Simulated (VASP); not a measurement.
# WS2 (R3m) in VASP: further runs

The runs below take WS2 through single point, with PBEsol+D3(BJ).

Everything below comes from runs of VASP 6.6.1. Logs are shortened: lines on timing, memory, paths and dates and some standing lists are left out, and cuts for length are marked.

### 1 The cell of the first run

The structure is trigonal, space group R3m (No. 160). The conventional cell has a = 3.167 Å, b = 3.167 Å, c = 16.266 Å, α = 90.00°, β = 90.00°, γ = 120.00°. Within 3.2 Å of W (site symmetry 3m) lie 6 S at 2.34 Å and 6 W at 3.17 Å. Within 3.2 Å of S (site symmetry 3m) lie 3 W at 2.34 Å and 10 S at 2.91 to 3.17 Å. S (site symmetry 3m) has 3 W at 2.34 Å and 10 S at 2.91 to 3.17 Å within 3.2 Å.

### 2 Single point, PBEsol+D3(BJ)

File INCAR:

```
  PREC = Accurate
  ENCUT = 520
  EDIFF = 1E-6
  ISMEAR = 0
  SIGMA = 0.05
  LREAL = False
  LASPH = True
  NELM = 60
  ALGO = Normal
  ISIF = 2
  LWAVE = False
  LCHARG = False
  GGA = PS
  IVDW = 12
  NBANDS = 20
```

File KPOINTS:

```
Automatic mesh
0
Gamma
  12 12 12
```

File POSCAR:

```
WS2
1.0
    1.5837000000      0.9143496213      5.4219666667
   -1.5837000000      0.9143496213      5.4219666667
    0.0000000000     -1.8286992426      5.4219666667
W S
1 2
Direct
    0.9993605138      0.9993605138      0.9993605138
    0.7554704513      0.7554704513      0.7554704513
    0.5764690349      0.5764690349      0.5764690349
```

Potentials or basis: VASP PAW PBE potentials, release 64 (W_sv, S).

Started as:

```sh
cat potpaw_PBE.64/W_sv/POTCAR potpaw_PBE.64/S/POTCAR > POTCAR
mpirun -np 1 vasp_std > vasp.out
```

OUTCAR:

```text
PREC = Accurate
   ENCUT = 520
   EDIFF = 1E-6
   ISMEAR = 0
   LREAL = False
   LASPH = True
   NELM = 60
   ISIF = 2
   GGA = PS
   IVDW = 12
 IVDW          = 12

 ion  position               nearest neighbor table
   1  0.999  0.999  0.999-   2 2.34   2 2.34   2 2.34   3 2.34   3 2.34   3 2.34
   2  0.755  0.755  0.755-   1 2.34   1 2.34   1 2.34
   3  0.576  0.576  0.576-   1 2.34   1 2.34   1 2.34

  LATTYP: Found a trigonal (rhomboedric) cell.
 ALAT       =     5.7220506337
 COS(alpha) =     0.8467951775

  Lattice vectors:

 A1 = (   1.5837000000,   0.9143496213,   5.4219666667)
 A2 = (  -1.5837000000,   0.9143496213,   5.4219666667)
 A3 = (   0.0000000000,  -1.8286992426,   5.4219666667)

Analysis of symmetry for initial positions (statically):
=====================================================================
 Subroutine PRICEL returns:
 Original cell was already a primitive cell.

 Routine SETGRP: Setting up the symmetry group for a
 trigonal (rhombohedral) supercell.

 Subroutine GETGRP returns: Found  6 space group operations
 (whereof  6 operations were pure point group operations)
 out of a pool of 12 trial point group operations.

The static configuration has the point symmetry C_3v.

Analysis of symmetry for dynamics (positions and initial velocities):
=====================================================================
 Subroutine PRICEL returns:
 Original cell was already a primitive cell.

 Routine SETGRP: Setting up the symmetry group for a
 trigonal (rhombohedral) supercell.

 Subroutine GETGRP returns: Found  6 space group operations
 (whereof  6 operations were pure point group operations)
 out of a pool of 12 trial point group operations.

The dynamic configuration has the point symmetry C_3v.

 Subroutine INISYM returns: Found  6 space group operations
 (whereof  6 operations are pure point group operations),
 and found     1 'primitive' translations

----------------------------------------------------------------------------------------

                                     Primitive cell

  volume of cell :      47.1079

  direct lattice vectors                    reciprocal lattice vectors
     1.583700000  0.914349621  5.421966667     0.315716360  0.182278926  0.061478307
    -1.583700000  0.914349621  5.421966667    -0.315716360  0.182278926  0.061478307
     0.000000000 -1.828699243  5.421966667     0.000000000 -0.364557851  0.061478307

  length of vectors
     5.722050634  5.722050634  5.722050634     0.369705301  0.369705301  0.369705301

  position of ions in fractional coordinates (direct lattice)
[... 82 lines left out ...]
   LREAL  =      F    real-space projection
   EDIFFG = 0.1E-04   stopping-criterion for IOM
   NSW    =      0    number of steps for IOM
   IBRION =     -1    ionic relax: 0-MD 1-quasi-New 2-CG
   NFREE  =      0    steps in history (QN), initial steepest desc. (CG)
   ISIF   =      2    stress and relaxation
   ISYM   =      2    0-nonsym 1-usesym 2-fastsym
   POTIM  = 0.5000    time-step for ionic-motion
   TEBEG  =    0.0;   TEEND  =   0.0 temperature during run
   PSTRESS=    0.0 pullay stress
   NELECT =      26.0000    total number of electrons
   NUPDOWN=      -1.0000    fix difference up-down
   EMIN   =  10.00;   EMAX   =-10.00  energy-range for DOS
   EFERMI =   0.00;   METHOD = LEGACY
   ISMEAR =     0;   SIGMA  =   0.05  broadening in eV -4-tet -1-fermi 0-gaus
   EFERMI_NEDOS =   21; number of points for ismear=-14 and -15
   IALGO  =     38    algorithm
   IMIX   =      4    mixing-type and parameters
     AMIX     =   0.40;   BMIX     =  1.00
     AMIX_MAG =   1.60;   BMIX_MAG =  1.00
  volume/ion in A,a.u.               =      15.70       105.97
  Fermi-wavevector in a.u.,A,eV,Ry     =   1.342873  2.537661 24.535483  1.803307
  Thomas-Fermi vector in A             =   2.470992
   LORBIT       =      0    0 simple, 1 ext, 2 COOP (PROOUT), +10 PAW based schemes
   GGA     = PS    functional components
   LHFCALC =     F    Hartree Fock is set to
   AEXX    =    0.0000 exact exchange contribution
   IVDW    =    12    specifies the selected vdW correction
   LEPSILON=     F    determine dielectric tensor
   LRPA    =     F    only Hartree local field effects (RPA)
 non-spin polarized calculation
 Gauss-broadening in eV      SIGMA  =   0.05
  energy-cutoff  :      520.00
  volume of cell :       47.11
 maximum number of plane-waves:      1290
 NGX is ok and might be reduce to    48
   NGX = 21   NGY = 21   NGZ = 21

 number of electron      26.0000000 magnetization

 Free energy of the ion-electron system (eV)
  ---------------------------------------------------
  ext. energy  EPLUGINS =         0.00000000
  ---------------------------------------------------
  free energy    TOTEN  =       -24.90494158 eV

  energy without entropy =      -24.90464406  energy(sigma->0) =      -24.90479282

 E-fermi :   9.7253     XC(G=0): -11.8436

 val. band max:        9.6689375577   @ k =   0.2500   0.2500   0.2500
 cond. band min:       9.7525512688   @ k =  -0.1667   0.5000   0.1667
 fundamental gap:      0.0836137111
 Fermi energy:         9.7252598666

 k-point     1 :       0.0000    0.0000    0.0000
  band No.  band energies     occupation
      1     -65.4511      2.00000
      2     -29.7685      2.00000
      3     -29.6344      2.00000
      4     -29.6344      2.00000
      5      -7.3229      2.00000
      6      -4.2781      2.00000
[... 541 lines left out ...]
     19      17.0696      0.00000
     20      17.9842      0.00000

 [... further k-points ...]

------------------------ aborting loop because EDIFF is reached ----------------------------------------

 Edisp (eV)   -1.31514

 E8    (eV) :    -0.8542

  FORCE on cell =-STRESS in cart. coord.  units (eV):
  Direction    XX          YY          ZZ          XY          YZ          ZX
  --------------------------------------------------------------------------------------
  -------------------------------------------------------------------------------------
  Total       1.33498     1.33498     7.10572     0.00000     0.00000     0.00000
  in kB      45.40385    45.40385   241.67162     0.00000     0.00000     0.00000
  external pressure =      110.83 kB  Pullay stress =        0.00 kB

 VOLUME and BASIS-vectors are now :
 -----------------------------------------------------------------------------
  energy-cutoff  :      520.00
  volume of cell :       47.11
      direct lattice vectors                 reciprocal lattice vectors
     1.583700000  0.914349621  5.421966667     0.315716360  0.182278926  0.061478307
    -1.583700000  0.914349621  5.421966667    -0.315716360  0.182278926  0.061478307
     0.000000000 -1.828699243  5.421966667     0.000000000 -0.364557851  0.061478307

 POSITION                                       TOTAL-FORCE (eV/Angst)
 -----------------------------------------------------------------------------------
      0.00000      0.00000     16.25550         0.000000     -0.000000      0.006733
      0.00000      0.00000     12.28841         0.000000      0.000000      1.982165
      0.00000      0.00000      9.37679         0.000000      0.000000     -1.988898
 -----------------------------------------------------------------------------------
    total drift:                                0.000000      0.000000     -0.000108

  FREE ENERGIE OF THE ION-ELECTRON SYSTEM (eV)
  ---------------------------------------------------
  free  energy   TOTEN  =       -26.2200813552 eV

  energy  without entropy=      -26.2197838337  energy(sigma->0) =      -26.21993259
```

It took 5.9 min on 1 thread of Intel Xeon Platinum 8259CL at 2.50GHz (Skylake/Cascade Lake), shared host; peak memory 0.44 GiB.

What came out:

* Free energy: -26.2201 eV
* Pressure: 11.1 GPa
* Largest force: 1.989 eV/Å
* Band gap on the k mesh: zero (bands 13 and 14 overlap by 0.13 eV)
* Dispersion energy per atom: -0.438 eV

Forces on the atoms (eV/Å):
```
W    0.000  0.000  0.007
S    0.000  0.000  1.982
S    0.000  0.000 -1.989
```

Stress tensor (GPa, compression positive):
```
 4.54  0.00  0.00
 0.00  4.54  0.00
 0.00  0.00 24.17
```

Caveat: the cell stands under pressure; the PAW data sets were made with another functional, which shifts forces and pressure a little; spin-orbit coupling is left out, which moves the levels of the heavy elements.

### 3 Single point, PBEsol+D3(BJ)

This run uses another cell than the first one, of 16.17 Å³/atom.

File INCAR:

```
PREC = Accurate
ENCUT = 520
EDIFF = 1E-7
ISMEAR = 0
SIGMA = 0.05
LREAL = F
LASPH = T
NELM = 80
ALGO = Normal
ISIF = 2
LWAVE = F
LCHARG = F
GGA = PS
IVDW = 12
NBANDS = 20
```

File KPOINTS:

```
regular mesh
0
Gamma
  12 12 12
```

File POSCAR:

```
WS2
1.0
    1.6071000000      0.9278596176      5.4219666667
   -1.6071000000      0.9278596176      5.4219666667
    0.0000000000     -1.8557192352      5.4219666667
W S
1 2
Direct
    0.9993605138      0.9993605138      0.9993605138
    0.7554704513      0.7554704513      0.7554704513
    0.5764690349      0.5764690349      0.5764690349
```

Potentials or basis: VASP PAW PBE potentials, release 64 (W_sv, S).

Started as:

```sh
cat potpaw_PBE.64/W_sv/POTCAR potpaw_PBE.64/S/POTCAR > POTCAR
mpirun -np 1 vasp_std > vasp.out
```

OUTCAR:

```text
PREC = Accurate
   ENCUT = 520
   EDIFF = 1E-7
   ISMEAR = 0
   LREAL = F
   LASPH = T
   NELM = 80
   ISIF = 2
   GGA = PS
   IVDW = 12
 IVDW          = 12

 ion  position               nearest neighbor table
   1  0.999  0.999  0.999-   2 2.36   2 2.36   2 2.36   3 2.36   3 2.36   3 2.36
   2  0.755  0.755  0.755-   1 2.36   1 2.36   1 2.36
   3  0.576  0.576  0.576-   1 2.36   1 2.36   1 2.36

  LATTYP: Found a trigonal (rhomboedric) cell.
 ALAT       =     5.7307430945
 COS(alpha) =     0.8427126055

  Lattice vectors:

 A1 = (   1.6071000000,   0.9278596176,   5.4219666667)
 A2 = (  -1.6071000000,   0.9278596176,   5.4219666667)
 A3 = (   0.0000000000,  -1.8557192352,   5.4219666667)

Analysis of symmetry for initial positions (statically):
=====================================================================
 Subroutine PRICEL returns:
 Original cell was already a primitive cell.

 Routine SETGRP: Setting up the symmetry group for a
 trigonal (rhombohedral) supercell.

 Subroutine GETGRP returns: Found  6 space group operations
 (whereof  6 operations were pure point group operations)
 out of a pool of 12 trial point group operations.

The static configuration has the point symmetry C_3v.

Analysis of symmetry for dynamics (positions and initial velocities):
=====================================================================
 Subroutine PRICEL returns:
 Original cell was already a primitive cell.

 Routine SETGRP: Setting up the symmetry group for a
 trigonal (rhombohedral) supercell.

 Subroutine GETGRP returns: Found  6 space group operations
 (whereof  6 operations were pure point group operations)
 out of a pool of 12 trial point group operations.

The dynamic configuration has the point symmetry C_3v.
[... 114 lines left out ...]
   EMIN   =  10.00;   EMAX   =-10.00  energy-range for DOS
   EFERMI =   0.00;   METHOD = LEGACY
   ISMEAR =     0;   SIGMA  =   0.05  broadening in eV -4-tet -1-fermi 0-gaus
   EFERMI_NEDOS =   21; number of points for ismear=-14 and -15
   IALGO  =     38    algorithm
   IMIX   =      4    mixing-type and parameters
     AMIX     =   0.40;   BMIX     =  1.00
     AMIX_MAG =   1.60;   BMIX_MAG =  1.00
  volume/ion in A,a.u.               =      16.17       109.12
  Fermi-wavevector in a.u.,A,eV,Ry     =   1.329806  2.512968 24.060314  1.768383
  Thomas-Fermi vector in A             =   2.458940
   LORBIT       =      0    0 simple, 1 ext, 2 COOP (PROOUT), +10 PAW based schemes
   GGA     = PS    functional components
   LHFCALC =     F    Hartree Fock is set to
   AEXX    =    0.0000 exact exchange contribution
   IVDW    =    12    specifies the selected vdW correction
   LEPSILON=     F    determine dielectric tensor
   LRPA    =     F    only Hartree local field effects (RPA)
 non-spin polarized calculation
 Gauss-broadening in eV      SIGMA  =   0.05
  energy-cutoff  :      520.00
  volume of cell :       48.51
 maximum number of plane-waves:      1322
 NGX is ok and might be reduce to    48
   NGX = 21   NGY = 21   NGZ = 21

 number of electron      26.0000000 magnetization

 Free energy of the ion-electron system (eV)
  ---------------------------------------------------
  ext. energy  EPLUGINS =         0.00000000
  ---------------------------------------------------
  free energy    TOTEN  =       -24.95402617 eV

  energy without entropy =      -24.95368395  energy(sigma->0) =      -24.95385506

 E-fermi :   9.2188     XC(G=0): -11.6965

 val. band max:        9.1066750034   @ k =   0.1667   0.1667   0.1667
 cond. band min:       9.2372753830   @ k =  -0.1667   0.5000   0.1667
 fundamental gap:      0.1306003796
 Fermi energy:         9.2187609896

 k-point     1 :       0.0000    0.0000    0.0000
  band No.  band energies     occupation
      1     -65.9036      2.00000
      2     -30.1716      2.00000
      3     -30.0864      2.00000
      4     -30.0864      2.00000
      5      -7.5021      2.00000
      6      -4.5289      2.00000
[... 541 lines left out ...]
     19      16.5343      0.00000
     20      17.4797      0.00000

 [... further k-points ...]

------------------------ aborting loop because EDIFF is reached ----------------------------------------

 Edisp (eV)   -1.27671

 E8    (eV) :    -0.8292

  FORCE on cell =-STRESS in cart. coord.  units (eV):
  Direction    XX          YY          ZZ          XY          YZ          ZX
  --------------------------------------------------------------------------------------
  -------------------------------------------------------------------------------------
  Total      -0.63743    -0.63743     5.71518     0.00000     0.00000     0.00000
  in kB     -21.05294   -21.05294   188.75892     0.00000     0.00000     0.00000
  external pressure =       48.88 kB  Pullay stress =        0.00 kB

 VOLUME and BASIS-vectors are now :
 -----------------------------------------------------------------------------
  energy-cutoff  :      520.00
  volume of cell :       48.51
      direct lattice vectors                 reciprocal lattice vectors
     1.607100000  0.927859618  5.421966667     0.311119408  0.179624874  0.061478307
    -1.607100000  0.927859618  5.421966667    -0.311119408  0.179624874  0.061478307
     0.000000000 -1.855719235  5.421966667     0.000000000 -0.359249747  0.061478307

 POSITION                                       TOTAL-FORCE (eV/Angst)
 -----------------------------------------------------------------------------------
      0.00000      0.00000     16.25550         0.000000     -0.000000      0.006307
      0.00000      0.00000     12.28841         0.000000      0.000000      1.551867
      0.00000      0.00000      9.37679         0.000000      0.000000     -1.558175
 -----------------------------------------------------------------------------------
    total drift:                                0.000000      0.000000     -0.000152

  FREE ENERGIE OF THE ION-ELECTRON SYSTEM (eV)
  ---------------------------------------------------
  free  energy   TOTEN  =       -26.2307396491 eV

  energy  without entropy=      -26.2303974285  energy(sigma->0) =      -26.23056854
```

stdout:

```text
POSCAR found type information on POSCAR W S
 POSCAR found :  2 types and       3 ions
 scaLAPACK will be used
 -----------------------------------------------------------------------------
|                                                                             |
|                                                                             |
|     You enforced a specific xc type in the INCAR file but a different       |
|     I HOPE YOU KNOW WHAT YOU ARE DOING!                                     |
|                                                                             |
 -----------------------------------------------------------------------------

 LDA part: xc-table for (Slater+PW92), standard interpolation
 POSCAR, INCAR and KPOINTS ok, starting setup
 FFT: planning ... GRIDC
 FFT: planning ... GRID_SOFT
 FFT: planning ... GRID
 WAVECAR not read
 entering main loop
```

Run time: 7.1 min. Hardware: 1 thread of Intel Xeon Platinum 8259CL at 2.50GHz (Skylake/Cascade Lake), shared host; peak memory 0.44 GiB.

What came out:

- Free energy: -26.2307 eV
- Pressure: 4.9 GPa
- Largest force: 1.558 eV/Å
- Band gap on the k mesh: zero (bands 13 and 14 overlap by 0.20 eV)
- Dispersion energy per atom: -0.426 eV

Forces on the atoms (eV/Å):
```
W    0.000  0.000  0.006
S    0.000  0.000  1.552
S    0.000  0.000 -1.558
```

Levels at points of the mesh, in eV from the Fermi level:
| k point | band 11 | band 12 | band 13 | band 14 | band 15 | band 16 |
| --- | --- | --- | --- | --- | --- | --- |
| (0.00, 0.00, 0.00) | -3.48 | -1.22 | -0.58 | 1.35 | 1.35 | 2.29 |
| (0.50, 0.00, 0.00) | -2.74 | -2.60 | -2.19 | 1.40 | 1.81 | 3.00 |
| (0.50, 0.50, 0.00) | -3.55 | -3.29 | -2.18 | 1.24 | 1.85 | 2.64 |
| (0.50, 0.50, 0.50) | -3.36 | -3.36 | 0.22 | 1.60 | 1.60 | 1.87 |

Caveat: the cell stands under pressure; the PAW data sets were made with another functional, which shifts forces and pressure a little; spin-orbit coupling is left out, which moves the levels of the heavy elements.

### 4 Single point, PBEsol+D3(BJ)

This run uses another cell than the first one, of 14.34 Å³/atom.

File INCAR:

```
SYSTEM = WS2
ALGO = Normal ; EDIFF = 1E-6
ENCUT = 520 ; GGA = PS
ISIF = 2 ; ISMEAR = 0
IVDW = 12 ; LASPH = .TRUE.
LCHARG = .FALSE. ; LREAL = .FALSE.
LWAVE = .FALSE. ; NBANDS = 20
NELM = 100 ; PREC = Accurate
SIGMA = 0.05
```

File KPOINTS:

```
k-points
0
G
  12 12 12
  0 0 0
```

File POSCAR:

```
WS2
1.0
    1.5135000000      0.8738196324      5.4219666667
   -1.5135000000      0.8738196324      5.4219666667
    0.0000000000     -1.7476392648      5.4219666667
W S
1 2
Direct
    0.9993605138      0.9993605138      0.9993605138
    0.7554704513      0.7554704513      0.7554704513
    0.5764690349      0.5764690349      0.5764690349
```

Started as:

```sh
cat potpaw_PBE.64/W_sv/POTCAR potpaw_PBE.64/S/POTCAR > POTCAR
mpirun -np 1 vasp_std > vasp.out
```

It took 5.8 min on 1 thread of Intel Xeon Platinum 8259CL at 2.50GHz (Skylake/Cascade Lake), shared host; peak memory 0.36 GiB.

The run converged. Its results:

```
Free energy                : -25.7930 eV
Pressure                   : 35.6 GPa
Largest force              : 3.573 eV/Å
Band gap on the k mesh     : 0.28 eV (least direct gap 1.71 eV)
Dispersion energy per atom : -0.480 eV
```

Forces in eV/Å, atoms in the order of the input:
```
W    0.000  0.000  0.009
S    0.000  0.000  3.564
S    0.000  0.000 -3.573
```

Stress tensor (GPa, compression positive):
```
30.76  0.00  0.00
 0.00 30.76  0.00
 0.00  0.00 45.17
```

Levels at points of the mesh, in eV from the valence-band top:
```tsv
k point	band 9	band 10	band 11	band 12	band 13	band 14	band 15	band 16	band 17	band 18
(0.00, 0.00, 0.00)	-5.26	-3.72	-3.72	-2.33	-1.31	1.45	1.45	2.43	2.43	4.27
(0.50, 0.00, 0.00)	-6.92	-5.93	-3.29	-2.88	-2.74	1.83	2.15	3.14	3.37	4.07
(0.50, 0.50, 0.00)	-6.56	-5.69	-4.47	-3.31	-2.61	1.68	2.28	2.73	4.58	4.84
(0.50, 0.50, 0.50)	-5.31	-5.31	-3.61	-3.61	0.00	1.71	1.71	1.99	1.99	4.17
```

Caveat: the cell stands under pressure; the PAW data sets were made with another functional, which shifts forces and pressure a little; spin-orbit coupling is left out, which moves the levels of the heavy elements. A k mesh can miss the band edges.

### 5 Overview

| cell | gap on the mesh (eV) | pressure (GPa) | largest force (eV/Å) |
| --- | --- | --- | --- |
| a = 5.722 Å, angles 32.1°, 3 atoms | none | 11.1 | 1.99 |
| a = 5.731 Å, angles 32.6°, 3 atoms | none | 4.9 | 1.56 |
| a = 5.697 Å, angles 30.8°, 3 atoms | 0.28 | 35.6 | 3.57 |

Alike in all rows: task single point; level PBEsol+D3(BJ); potentials or basis VASP PAW PBE potentials, release 64 (W_sv, S); no spin polarisation; k mesh 12 × 12 × 12; cutoff (eV) 520; smearing gaussian 0.05 eV.

Caveats: the cell stands under pressure; the PAW data sets were made with another functional, which shifts forces and pressure a little; spin-orbit coupling is left out, which moves the levels of the heavy elements.

Total energies depend on the potentials used, so only differences within one code and one set of settings carry meaning.
